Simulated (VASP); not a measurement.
Here is a VASP 6.6.1 calculation.

POSCAR

```
Si
1.0
   -1.6322467100      1.6887678500      1.1666669100
    1.7308028500     -1.6932995100      1.2936920400
    1.6246017100      1.6856545100     -1.1722508300
Si
1
Direct
    0.0000000000      0.0000000000      0.0000000000
```

Contents of INCAR.step1:

```
SYSTEM = Si
  ALGO = Normal
  EDIFF = 1E-5
  ENCUT = 520
  GGA = PE
  ISIF = 2
  ISMEAR = -1
  LASPH = .TRUE.
  LCHARG = .FALSE.
  LREAL = .FALSE.
  LWAVE = .TRUE.
  NBANDS = 8
  NELM = 60
  PREC = Accurate
  SIGMA = 0.05
```

The input INCAR.step2:

```
SYSTEM = Si
  ALGO = Normal
  EDIFF = 1E-6
  ENCUT = 520
  GGA = PE
  HFSCREEN = 0.2079
  ISIF = 2
  ISMEAR = -1
  ISTART = 1
  LASPH = .TRUE.
  LCHARG = .FALSE.
  LHFCALC = .TRUE.
  LREAL = .FALSE.
  LWAVE = .FALSE.
  NBANDS = 8
  NELM = 60
  PREC = Accurate
  PRECFOCK = Normal
  SIGMA = 0.05
```

Contents of KPOINTS:

```
k-points
0
G
  7 7 6
  0 0 0
```

Potentials or basis: VASP PAW PBE potentials, release 64 (Si).

Run with:

```sh
$ cat potpaw_PBE.64/Si/POTCAR > POTCAR
$ cp INCAR.step1 INCAR
$ mpirun -np 1 vasp_std > vasp.out
$ cp INCAR.step2 INCAR
$ mpirun -np 1 vasp_std > vasp.out
```

Q: What does it give for the pressure?

A: 3.5 GPa.

Q: Predict the band gap on the k mesh.

A: Zero (bands 2 and 3 overlap by 12.54 eV).

Stress tensor (GPa, compression positive):
```
 0.01  1.31  6.52
 1.31 -2.67  4.77
 6.52  4.77 13.09
```

Caveat: the k points lie up to 0.44 Å⁻¹ apart, too coarse for converged energies and pressures of a metal; the PAW data sets were made with another functional, which shifts forces and pressure a little.
